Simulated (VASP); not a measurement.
Wanted: the native input for a VASP 6.6.1 run.

| Property | Result |
| --- | --- |
| Task | single point |
| Functional | PBE |
| Potentials or basis | VASP PAW PBE potentials, release 64 (Hf_pv, Al, O) |
| Cutoff | 520 eV |
| k mesh | 12 × 12 × 6 |
| Occupations | gaussian, width 0.1 eV |
| Spin | no spin polarisation |
| Dipole correction | no |
| Further INCAR settings | ALGO = Normal; EDIFF = 1e-06; NBANDS = 28 |

The structure of HfAlO lies in POSCAR:

```
HfAlO
1.0
    3.3453774379      0.0000000000      0.0000000000
    0.0000000000      3.3453774379      0.0000000000
    0.0000000000      0.0000000000      7.6412070128
Hf Al O
2 2 2
Direct
    0.5000000000      0.0000000000      0.6808268770
    0.0000000000      0.5000000000      0.3191731230
    0.0000000000      0.0000000000      0.0000000000
    0.5000000000      0.5000000000      0.0000000000
    0.5000000000      0.0000000000      0.3963456852
    0.0000000000      0.5000000000      0.6036543148
```

The cell was generated, and may not be a known phase.

The input as run:

INCAR

```
SYSTEM = HfAlO
ALGO = Normal
EDIFF = 1E-6
ENCUT = 520
GGA = PE
ISIF = 2
ISMEAR = 0
LASPH = .TRUE.
LCHARG = .FALSE.
LREAL = .FALSE.
LWAVE = .FALSE.
NBANDS = 28
NELM = 100
PREC = Accurate
SIGMA = 0.1
```

KPOINTS

```
k-points
0
G
  12 12 6
  0 0 0
```

Potentials or basis: VASP PAW PBE potentials, release 64 (Hf_pv, Al, O).

The run is started by

```sh
$ cat potpaw_PBE.64/Hf_pv/POTCAR potpaw_PBE.64/Al/POTCAR potpaw_PBE.64/O/POTCAR > POTCAR
$ mpirun -np 1 vasp_std > vasp.out
```

It gave:

| Property | Result |
| --- | --- |
| Pressure | -1.1 GPa |
| Largest force | 0.147 eV/Å |
| Band gap on the k mesh | zero (bands 19 and 20 overlap by 2.73 eV) |

Caveat: spin-orbit coupling is left out, which moves the levels of the heavy elements.

Run time: 9.8 min on 1 thread of Intel Xeon 8259CL (shared host), peak memory 0.38 GiB.
